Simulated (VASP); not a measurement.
**MgB5: single point with PBE**

Crystal: MgB5.

```xyz
12
Lattice="2.9288 0.1642 0.0712 1.1787 4.3291 0.2988 1.0317 0.9190 8.1286" Properties=species:S:1:pos:R:3 pbc="T T T"
Mg    1.2526    0.2106    0.4329
Mg    3.9877    2.9894    4.6097
B     1.1930    1.5902    2.4976
B     3.8192    4.4080    6.7274
B     1.0887    3.1247    2.0137
B     3.1932    1.6887    6.5137
B     3.7798    3.0198    7.7993
B     1.2405    0.4985    3.6716
B     2.6407    2.2492    1.4735
B     2.3301    4.6562    5.6644
B     3.9039    4.8441    2.8949
B     2.4057    3.1943    6.6931
```

```yaml
Program: VASP 6.6.1
Task: single point
Functional: PBE
Potentials_or_basis: VASP PAW PBE potentials, release 64 (Mg, B)
Cutoff: 520 eV
k_mesh: 6 × 4 × 2
Occupations: gaussian, width 0.1 eV
Spin: no spin polarisation
```

```yaml
Pressure: 0.0 GPa
Largest_force: 0.030 eV/Å
Band_gap_on_the_k_mesh: zero (bands 17 and 18 overlap by 1.69 eV)
```

Forces on the atoms (eV/Å):
```
Mg  -0.003  0.007  0.008
Mg   0.003  0.003 -0.008
B   -0.002 -0.003 -0.018
B    0.006 -0.013 -0.009
B   -0.005  0.018 -0.005
B    0.001  0.014 -0.001
B   -0.001 -0.007  0.009
B   -0.003 -0.015  0.025
B    0.003 -0.001 -0.004
B   -0.003 -0.012  0.010
B    0.007  0.003  0.002
B   -0.002  0.005 -0.007
```

Stress tensor (GPa, compression positive):
```
 0.04  0.00  0.10
 0.00 -0.06  0.01
 0.10  0.01 -0.06
```

Levels at points of the mesh, in eV from the Fermi level:
```
           k point  band 13  band 14  band 15  band 16  band 17  band 18  band 19  band 20  band 21  band 22
(0.00, 0.00, 0.00)    -2.21    -1.67    -1.60    -0.89    -0.61     1.14     1.26     3.62     4.05     4.36
(0.50, 0.00, 0.00)    -3.77    -3.28    -2.75    -2.13    -1.74    -0.47     0.65     2.34     2.67     3.84
(0.00, 0.50, 0.00)    -2.78    -1.77     0.56     0.67     1.06     1.81     2.94     3.30     3.65     4.12
(0.50, 0.50, 0.00)    -3.62    -3.39    -2.25    -1.95    -1.75    -0.31     0.88     1.98     2.82     3.57
(0.00, 0.00, 0.50)    -3.08    -2.89    -0.66    -0.37     0.07     0.97     1.38     2.67     3.98     4.25
(0.50, 0.00, 0.50)    -4.13    -2.96    -2.55    -1.99    -1.77     0.02     0.75     2.16     2.97     3.52
(0.00, 0.50, 0.50)    -2.11    -1.22    -0.79     0.11     1.02     2.07     2.89     3.45     3.85     4.15
(0.50, 0.50, 0.50)    -3.78    -3.36    -2.71    -1.93    -1.78    -0.29     0.51     1.82     3.25     4.02
```

It took 78 s on 1 thread of Intel(R) Xeon(R) Platinum 8375C CPU @ 2.90GHz (Ice Lake), with other jobs on the host, peak memory 0.25 GiB.

Caveat: the k points lie up to 0.39 Å⁻¹ apart, too coarse for converged energies and pressures of a metal.
